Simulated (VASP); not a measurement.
# Co (Pm-3m) in VASP: a series of runs

Runs on Co. Level: PBEsol. Tasks: single point.

Everything below comes from runs of VASP 6.6.1. Logs are shortened: lines on timing, memory, paths and dates and some standing lists are left out, and cuts for length are marked.

### 1 The cell of the first run

Symmetry: Pm-3m, No. 221, cubic system. The conventional cell has a = 2.200 Å, b = 2.200 Å, c = 2.200 Å, α = 90.00°, β = 90.00°, γ = 90.00°. Co (site symmetry m-3m) has 6 Co at 2.20 Å within 2.9 Å.

### 2 Single point, PBEsol, collinear spin, ferromagnetic start (volume scaled by 0.88)

File INCAR:

```
SYSTEM = Co
PREC = Accurate ; ENCUT = 520
EDIFF = 1E-6 ; ISMEAR = -1
SIGMA = 0.05 ; LREAL = .FALSE.
LASPH = .TRUE. ; NELM = 150
ALGO = Normal ; ISIF = 2
LWAVE = .FALSE. ; LCHARG = .FALSE.
ISPIN = 2 ; MAGMOM = 1.754
LORBIT = 11 ; LMAXMIX = 4
GGA = PS ; NBANDS = 14
```

File KPOINTS:

```
Automatic mesh
0
G
  15 15 15
  0 0 0
```

File POSCAR:

```
Co
1.0
    2.1998243657      0.0000000000      0.0000000000
    0.0000000000      2.1998243657      0.0000000000
    0.0000000000      0.0000000000      2.1998243657
Co
1
Direct
    0.0000000000      0.0000000000      0.0000000000
```

Potentials or basis: VASP PAW PBE potentials, release 64 (Co).

Command:

```bash
$ cat potpaw_PBE.64/Co/POTCAR > POTCAR
$ mpirun -np 1 vasp_std > vasp.out
```

OUTCAR:

```text
SYSTEM = Co
   PREC = Accurate
   ENCUT = 520
   EDIFF = 1E-6
   ISMEAR = -1
   LREAL = .FALSE.
   LASPH = .TRUE.
   NELM = 150
   ISIF = 2
   ISPIN = 2
   LORBIT = 11
   GGA = PS

 ion  position               nearest neighbor table
   1  0.000  0.000  0.000-

  LATTYP: Found a simple cubic cell.
 ALAT       =     2.1998243657

  Lattice vectors:

 A1 = (   2.1998243657,   0.0000000000,   0.0000000000)
 A2 = (   0.0000000000,   2.1998243657,   0.0000000000)
 A3 = (   0.0000000000,   0.0000000000,   2.1998243657)

Analysis of symmetry for initial positions (statically):
=====================================================================
 Subroutine PRICEL returns:
 Original cell was already a primitive cell.

 Routine SETGRP: Setting up the symmetry group for a
 simple cubic supercell.

 Subroutine GETGRP returns: Found 48 space group operations
 (whereof 48 operations were pure point group operations)
 out of a pool of 48 trial point group operations.

The static configuration has the point symmetry O_h .

Analysis of symmetry for dynamics (positions and initial velocities):
=====================================================================
 Subroutine PRICEL returns:
 Original cell was already a primitive cell.

 Routine SETGRP: Setting up the symmetry group for a
 simple cubic supercell.

 Subroutine GETGRP returns: Found 48 space group operations
 (whereof 48 operations were pure point group operations)
 out of a pool of 48 trial point group operations.

The dynamic configuration has the point symmetry O_h .

Analysis of structural, dynamic, and magnetic symmetry:
=====================================================================
 Subroutine PRICEL returns:
 Original cell was already a primitive cell.

 Routine SETGRP: Setting up the symmetry group for a
 simple cubic supercell.

 Subroutine GETGRP returns: Found 48 space group operations
 (whereof 48 operations were pure point group operations)
 out of a pool of 48 trial point group operations.

The overall configuration has the point symmetry O_h .

 Subroutine INISYM returns: Found 48 space group operations
 (whereof 48 operations are pure point group operations),
 and found     1 'primitive' translations

----------------------------------------------------------------------------------------

                                     Primitive cell

  volume of cell :      10.6454

  direct lattice vectors                    reciprocal lattice vectors
     2.199824366  0.000000000  0.000000000     0.454581746  0.000000000  0.000000000
     0.000000000  2.199824366  0.000000000     0.000000000  0.454581746  0.000000000
     0.000000000  0.000000000  2.199824366     0.000000000  0.000000000  0.454581746

  length of vectors
     2.199824366  2.199824366  2.199824366     0.454581746  0.454581746  0.454581746

  position of ions in fractional coordinates (direct lattice)
     0.000000000  0.000000000  0.000000000

  ion indices of the primitive-cell ions
   primitive index   ion index
                 1           1

----------------------------------------------------------------------------------------

 KPOINTS: Automatic mesh

Automatic generation of k-mesh.
 Grid dimensions read from file:
 generate k-points for:   15   15   15

 Generating k-lattice:

  Cartesian coordinates                     Fractional coordinates (reciprocal lattice)
     0.030305450  0.000000000  0.000000000     0.066666667  0.000000000  0.000000000
     0.000000000  0.030305450  0.000000000     0.000000000  0.066666667  0.000000000
     0.000000000  0.000000000  0.030305450     0.000000000  0.000000000  0.066666667

  Length of vectors
     0.030305450  0.030305450  0.030305450

  Shift w.r.t. Gamma in fractional coordinates (k-lattice)
     0.000000000  0.000000000  0.000000000

 Subroutine IBZKPT returns following result:
 ===========================================

 Found    120 irreducible k-points:

 Following reciprocal coordinates:
            Coordinates               Weight
  0.000000  0.000000  0.000000      1.000000
  0.066667  0.000000  0.000000      6.000000
  0.133333  0.000000  0.000000      6.000000
  0.200000  0.000000  0.000000      6.000000
  0.266667  0.000000  0.000000      6.000000
  0.333333  0.000000  0.000000      6.000000
[... 16 lines left out ...]
  0.266667  0.200000  0.000000     24.000000
  0.333333  0.200000  0.000000     24.000000
 [... further k-points ...]
   k-points           NKPTS =    120   k-points in BZ     NKDIM =    120   number of bands    NBANDS=     14
   number of dos      NEDOS =    301   number of ions     NIONS =      1
   total plane-waves  NPLWV =   4096
   dimension x,y,z NGX =    16 NGY =   16 NGZ =   16
   dimension x,y,z NGXF=    32 NGYF=   32 NGZF=   32
   ions per type =               1
   NGX,Y,Z   is equivalent  to a cutoff of  12.09, 12.09, 12.09 a.u.
   NGXF,Y,Z  is equivalent  to a cutoff of  24.18, 24.18, 24.18 a.u.
 SYSTEM =  Co
   PREC   = accura    normal or accurate (medium, high low for compatibility)
   ISTART =      0    job   : 0-new  1-cont  2-samecut
   ICHARG =      2    charge: 1-file 2-atom 10-const
   ISPIN  =      2    spin polarized calculation?
   LNONCOLLINEAR =      F non collinear calculations
   LSORBIT =      F    spin-orbit coupling
   LASPH  =      T    aspherical Exc in radial PAW
   ENCUT  =  520.0 eV  38.22 Ry    6.18 a.u.   4.09  4.09  4.09*2*pi/ulx,y,z
   NELM   =    150;   NELMIN=  2; NELMDL= -5     # of ELM steps
   EDIFF  = 0.1E-05   stopping-criterion for ELM
   LREAL  =      F    real-space projection
   EDIFFG = 0.1E-04   stopping-criterion for IOM
   NSW    =      0    number of steps for IOM
   IBRION =     -1    ionic relax: 0-MD 1-quasi-New 2-CG
   NFREE  =      0    steps in history (QN), initial steepest desc. (CG)
   ISIF   =      2    stress and relaxation
   ISYM   =      2    0-nonsym 1-usesym 2-fastsym
   POTIM  = 0.5000    time-step for ionic-motion
   TEBEG  =    0.0;   TEEND  =   0.0 temperature during run
   PSTRESS=    0.0 pullay stress
   NELECT =       9.0000    total number of electrons
   NUPDOWN=      -1.0000    fix difference up-down
   EMIN   =  10.00;   EMAX   =-10.00  energy-range for DOS
   EFERMI =   0.00;   METHOD = LEGACY
   ISMEAR =    -1;   SIGMA  =   0.05  broadening in eV -4-tet -1-fermi 0-gaus
   EFERMI_NEDOS =   21; number of points for ismear=-14 and -15
   IALGO  =     38    algorithm
   IMIX   =      4    mixing-type and parameters
     AMIX     =   0.40;   BMIX     =  1.00
     AMIX_MAG =   1.60;   BMIX_MAG =  1.00
  volume/ion in A,a.u.               =      10.65        71.84
  Fermi-wavevector in a.u.,A,eV,Ry     =   1.547988  2.925274 32.603200  2.396268
  Thomas-Fermi vector in A             =   2.653003
   LORBIT       =     11    0 simple, 1 ext, 2 COOP (PROOUT), +10 PAW based schemes
   GGA     = PS    functional components
   LHFCALC =     F    Hartree Fock is set to
   AEXX    =    0.0000 exact exchange contribution
   IVDW    =     0    specifies the selected vdW correction
   LEPSILON=     F    determine dielectric tensor
   LRPA    =     F    only Hartree local field effects (RPA)
 spin polarized calculation
  energy-cutoff  :      520.00
  volume of cell :       10.65
 maximum number of plane-waves:       296
   NGX =  9   NGY =  9   NGZ =  9

 number of electron       9.0000017 magnetization       1.4409707

 Free energy of the ion-electron system (eV)
  ---------------------------------------------------
  ext. energy  EPLUGINS =         0.00000000
  ---------------------------------------------------
  free energy    TOTEN  =        -6.80332990 eV

  energy without entropy =       -6.79306099  energy(sigma->0) =       -6.79819544

 E-fermi :  10.6565     XC(G=0): -13.5928

 val. band max:       10.6473171770   @ k =   0.4667   0.1333   0.0000
 cond. band min:      10.6617174278   @ k =   0.4667   0.4667   0.0000
 fundamental gap:      0.0144002508
 Fermi energy:        10.6564993447

 spin component 1

 k-point     1 :       0.0000    0.0000    0.0000
  band No.  band energies     occupation
      1       1.3637      1.00000
      2       5.7394      1.00000
      3       5.7394      1.00000
      4      10.1293      0.99997
      5      10.1293      0.99997
      6      10.1293      0.99997
      7      31.9160      0.00000
      8      31.9160      0.00000
      9      31.9160      0.00000
     10      36.3470      0.00000
     11      36.3470      0.00000
     12      41.3084      0.00000
     13      47.8237      0.00000
     14      54.5666      0.00000
[... 375 lines left out ...]
 k-point    24 :       0.3333    0.2000    0.0000
  band No.  band energies     occupation
      1       5.1964      1.00000
      2       6.5682      1.00000
      3       7.6324      1.00000
      4       9.0617      1.00000
      5       9.5790      1.00000
      6       9.7323      1.00000
      7      19.8323      0.00000
      8      27.8709      0.00000
      9      37.0589      0.00000
     10      38.2262      0.00000
     11      38.7543      0.00000
     12      46.9098      0.00000
     13      47.6437      0.00000
     14      48.5149      0.00000

 [... further k-points ...]

 spin component 2

 k-point     1 :       0.0000    0.0000    0.0000
  band No.  band energies     occupation
      1       1.5455      1.00000
      2       6.7400      1.00000
      3       6.7400      1.00000
      4      11.9564      0.00000
      5      11.9564      0.00000
      6      11.9564      0.00000
      7      32.2537      0.00000
      8      32.2537      0.00000
      9      32.2537      0.00000
     10      36.6783      0.00000
     11      36.6783      0.00000
     12      41.5022      0.00000
     13      50.8692      0.00000
     14      54.8585      0.00000
[... 375 lines left out ...]
 k-point    24 :       0.3333    0.2000    0.0000
  band No.  band energies     occupation
      1       5.6417      1.00000
      2       7.6164      1.00000
      3       8.6846      1.00000
      4      10.7825      0.07450
      5      10.8193      0.03713
      6      11.5202      0.00000
      7      20.3842      0.00000
      8      28.2881      0.00000
      9      37.3571      0.00000
     10      38.6565      0.00000
     11      38.9920      0.00000
     12      47.5428      0.00000
     13      48.9249      0.00000
     14      49.8973      0.00000

 [... further k-points ...]
[... 5 lines left out ...]
  --------------------------------------------------------------------------------------
  -------------------------------------------------------------------------------------
  Total        1.6104875      1.6104875      1.6104875      0.0000000      0.0000000      0.0000000
  in kB      242.3839854    242.3839854    242.3839854      0.0000000      0.0000000      0.0000000
  external PRESSURE =     242.3839854 kB  Pullay stress =       0.0000000 kB

 VOLUME and BASIS-vectors are now :
 -----------------------------------------------------------------------------
  energy-cutoff  :      520.00
  volume of cell :       10.65
      direct lattice vectors                 reciprocal lattice vectors
     2.199824366  0.000000000  0.000000000     0.454581746  0.000000000  0.000000000
     0.000000000  2.199824366  0.000000000     0.000000000  0.454581746  0.000000000
     0.000000000  0.000000000  2.199824366     0.000000000  0.000000000  0.454581746

 POSITION                                       TOTAL-FORCE (eV/Angst)
 -----------------------------------------------------------------------------------
      0.00000      0.00000      0.00000         0.000000      0.000000      0.000000
 -----------------------------------------------------------------------------------
    total drift:                               -0.000000      0.000000      0.000000

  FREE ENERGIE OF THE ION-ELECTRON SYSTEM (eV)
  ---------------------------------------------------
  free  energy   TOTEN  =        -6.8033299008 eV

  energy  without entropy=       -6.7930609871  energy(sigma->0) =       -6.79819544

 total charge

# of ion       s       p       d       tot
------------------------------------------
    1        0.561   0.529   7.421   8.512

 magnetization (x)

# of ion       s       p       d       tot
------------------------------------------
    1        0.007  -0.003   1.430   1.434
```

Wall time 16 s (1 thread of Intel Xeon 8259CL, shared host); peak memory 0.14 GiB.

What came out:

```
Free energy                                           : -6.8033 eV
Pressure                                              : 24.2 GPa
Net moment                                            : 1.44 μB per cell
Site moments                                          : Co +1.43 μB
Valence electrons inside the program's atomic spheres : Co 8.51
```

Levels at points of the mesh, in eV from the Fermi level:
Spin up:
| k point | band 2 | band 3 | band 4 | band 5 | band 6 | band 7 | band 8 | band 9 |
| --- | --- | --- | --- | --- | --- | --- | --- | --- |
| (0.00, 0.00, 0.00) | -4.92 | -4.92 | -0.53 | -0.53 | -0.53 | 21.26 | 21.26 | 21.26 |
Spin down:
| k point | band 1 | band 2 | band 3 | band 4 | band 5 | band 6 | band 7 | band 8 |
| --- | --- | --- | --- | --- | --- | --- | --- | --- |
| (0.00, 0.00, 0.00) | -9.11 | -3.92 | -3.92 | 1.30 | 1.30 | 1.30 | 21.60 | 21.60 |

Caveat: the PAW data sets were made with another functional, which shifts forces and pressure a little.

(Continued in part 2 of 2.)
